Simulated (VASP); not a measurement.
Input of a VASP 6.6.1 run:

The input POSCAR:

```
CsBr
1.0
    4.3195965033      0.0000000000      0.0000000000
    0.0000000000      4.3195965033      0.0000000000
    0.0000000000      0.0000000000      4.3195965033
Cs Br
1 1
Direct
    0.0000000000      0.0000000000      0.0000000000
    0.5000000000      0.5000000000      0.5000000000
```

Contents of INCAR.step1:

```
SYSTEM = CsBr
ALGO = Normal ; EDIFF = 1E-5
ENCUT = 400 ; GGA = PE
GGA_COMPAT = .False. ; ISIF = 2
ISMEAR = 0 ; LASPH = .True.
LCHARG = .False. ; LREAL = .False.
LWAVE = .True. ; NBANDS = 15
NELM = 120 ; PREC = Accurate
SIGMA = 0.01
```

Contents of INCAR.step2:

```
SYSTEM = CsBr
AEXX = 1.0 ; AGGAC = 0.0
ALDAC = 0.0 ; ALGO = Normal
EDIFF = 1E-6 ; ENCUT = 400
GGA = PE ; GGA_COMPAT = .False.
ISIF = 2 ; ISMEAR = 0
ISTART = 1 ; LASPH = .True.
LCHARG = .False. ; LHFCALC = .True.
LREAL = .False. ; LWAVE = .False.
NBANDS = 15 ; NELM = 120
PREC = Accurate ; PRECFOCK = Normal
SIGMA = 0.01
```

File KPOINTS:

```
k-points
0
Gamma
  4 4 4
  0 0 0
```

Potentials or basis: VASP PAW PBE potentials, release 64 (Cs_sv, Br).

Run with:

```sh
$ cat potpaw_PBE.64/Cs_sv/POTCAR potpaw_PBE.64/Br/POTCAR > POTCAR
$ cp INCAR.step1 INCAR
$ mpirun -np 1 vasp_std > vasp.out
$ cp INCAR.step2 INCAR
$ mpirun -np 1 vasp_std > vasp.out
```

Question: Estimate the band gap on the k mesh.

Answer: 12.31 eV.

Question: Estimate the pressure.

Answer: 2.4 GPa.

Caveat: the PAW data sets were made with another functional, which shifts forces and pressure a little; spin-orbit coupling is left out, which moves the levels of the heavy elements.
